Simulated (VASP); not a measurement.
**Cr: single point with PBE**

The system is Cr.

```
Cr
1.0
    -1.42401    1.42401    1.42401
     1.42401   -1.42401    1.42401
     1.42401    1.42401   -1.42401
Cr
1
Direct
  0.00000 0.00000 0.00000
```

```
Program                : VASP 6.6.1
Task                   : single point
Functional             : PBE
Potentials or basis    : VASP PAW PBE potentials, release 64 (Cr_pv)
Cutoff                 : 520 eV
k mesh                 : 15 × 15 × 15
Occupations            : fermi-dirac, width 1 eV
Spin                   : collinear spin, ferromagnetic start
Starting moments       : [1.5] μB
Dipole correction      : no
Further INCAR settings : ALGO = Normal; EDIFF = 1e-06; NBANDS = 16
```

```yaml
Pressure: 36.4 GPa
Band_gap_on_the_k_mesh: zero (filled and empty bands overlap)
Net_moment: 0.00 μB per cell
Valence_electrons_inside_the_program's_atomic_spheres: Cr 11.10
```

Levels at points of the mesh, in eV from the Fermi level:
Spin up:
| k point | band 2 | band 3 | band 4 | band 5 | band 6 | band 7 | band 8 | band 9 | band 10 | band 11 |
| --- | --- | --- | --- | --- | --- | --- | --- | --- | --- | --- |
| (0.00, 0.00, 0.00) | -42.29 | -42.29 | -8.00 | -0.64 | -0.64 | -0.64 | 1.46 | 1.46 | 7.72 | 22.10 |
Spin down:
```tsv
k point	band 4	band 5	band 6	band 7	band 8	band 9
(0.00, 0.00, 0.00)	-8.00	-0.64	-0.64	-0.64	1.46	1.46
```

It took 32 s on 1 thread of Intel Xeon 6975P-C (shared host), peak memory 0.15 GiB.

Caveat: the starting moments collapsed, and a magnetic state may lie lower.
